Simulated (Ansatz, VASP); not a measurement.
# Two plane-wave programs on NaCl

```
CELL_PARAMETERS angstrom
6.75853 0.00000 0.00000
-3.37926 5.85306 0.00000
0.00000 0.00000 5.02200
ATOMIC_POSITIONS crystal
Na 0.00000 0.00000 0.50000
Cl 0.00000 0.00000 0.00000
```

Alike in both runs: task relaxation of cell and atoms; functional PBE; k mesh 6 × 6 × 6; occupations gaussian, width 0.02 eV; no spin polarisation.

|  | VASP | Ansatz |
| --- | --- | --- |
| version | VASP 6.6.1 | Ansatz 0.2.0 |
| potentials or method | VASP PAW PBE potentials, release 64 (Na_pv, Cl), cutoff 600 eV | scalar-relativistic, plane waves, PAW |
| valence electrons in the cell | 14 | 16 |

|  | VASP | Ansatz | Ansatz less VASP |
| --- | --- | --- | --- |
| gap on the k mesh at the Fermi level, each at its own relaxed structure (eV) | 4.52 | 4.38 | -0.146 |
| relaxed volume (Å³/atom) | 117.86 | 99.33 | -18.531 |
| relaxed cell length with the largest relative difference (Å) | 7.359 | 6.759 | -0.6008 |

One of these differences is far larger than is usual between the two programs; its cause wasn't traced. VASP's potentials hold 14 valence electrons a cell and Ansatz's 16, so a difference there can come from the potentials and not from the codes.

Noted on VASP's run: the volume moved by over 15 % at a fixed basis, so the end points are rough.
